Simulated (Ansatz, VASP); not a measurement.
One calculation of Au, two programs

The input POSCAR:

```
Au
1.0
   -1.6806939842      1.6806939842      1.6806939842
    1.6806939842     -1.6806939842      1.6806939842
    1.6806939842      1.6806939842     -1.6806939842
Au
1
Direct
    0.0000000000      0.0000000000      0.0000000000
```

INCAR.step1

```
SYSTEM = Au
PREC = Accurate ; ENCUT = 550
ISMEAR = -1 ; SIGMA = 0.1
LREAL = .FALSE. ; LASPH = .TRUE.
NELM = 120 ; NBANDS = 12
GGA = PE ; ALGO = Normal
EDIFF = 1E-5 ; LWAVE = .TRUE.
LCHARG = .FALSE. ; GGA_COMPAT = .FALSE.
```

The input INCAR.step2:

```
SYSTEM = Au
PREC = Accurate ; ENCUT = 550
EDIFF = 1E-6 ; ISMEAR = -1
SIGMA = 0.1 ; LREAL = .FALSE.
LASPH = .TRUE. ; NELM = 120
ALGO = Normal ; ISIF = 2
LWAVE = .FALSE. ; LCHARG = .FALSE.
METAGGA = R2SCAN ; LMIXTAU = .TRUE.
NBANDS = 12 ; ISTART = 1
GGA_COMPAT = .FALSE.
```

KPOINTS

```
Automatic mesh
0
G
  15 15 15
  0 0 0
```

Input for Ansatz:

```yaml
crystal:
  lattice:
    - [-1.6806939842, 1.6806939842, 1.6806939842]
    - [1.6806939842, -1.6806939842, 1.6806939842]
    - [1.6806939842, 1.6806939842, -1.6806939842]
  atoms:
    - { symbol: Au, position: [0.0, 0.0, 0.0] }
hamiltonian:
  xc: r2scan
  pseudopotentials:
    kind: paw
    azcp:
      Au: "pseudopotentials/Au.paw.azcp"
basis:
  ecutwfc: 500
  fft_grid_basis: typed
kpoints:
  mp_grid: { grid: [15, 15, 15], shift: [0, 0, 0] }
magnetization:
  spin_polarized: false
scf:
  occupations: { method: fermi_dirac, width: 0.1 }
  lower_state_search: "off"
output:
  stress: true
  write_density: true
  write_potential: true
  elf: true
  volumetric_format: npy
```

Alike in both runs: task single point; functional r2SCAN; k mesh 15 × 15 × 15; occupations fermi-dirac, width 0.1 eV; no spin polarisation.

|  | VASP | Ansatz |
| --- | --- | --- |
| version | VASP 6.6.1 | Ansatz 0.2.0 |
| potentials or method | VASP PAW PBE potentials, release 64 (Au), cutoff 550 eV | plane waves (500 eV) with PAW, scalar-relativistic |
| valence electrons in the cell | 11 | 19 |

|  | VASP | Ansatz | Ansatz less VASP |
| --- | --- | --- | --- |
| pressure (GPa) | -8.8 | -8.9 | -0.18 |

VASP's potentials were made for PBE, not for r2SCAN. VASP's potentials hold 11 valence electrons a cell and Ansatz's 19, so a difference there can come from the potentials and not from the codes.

Spin-orbit coupling is off throughout.
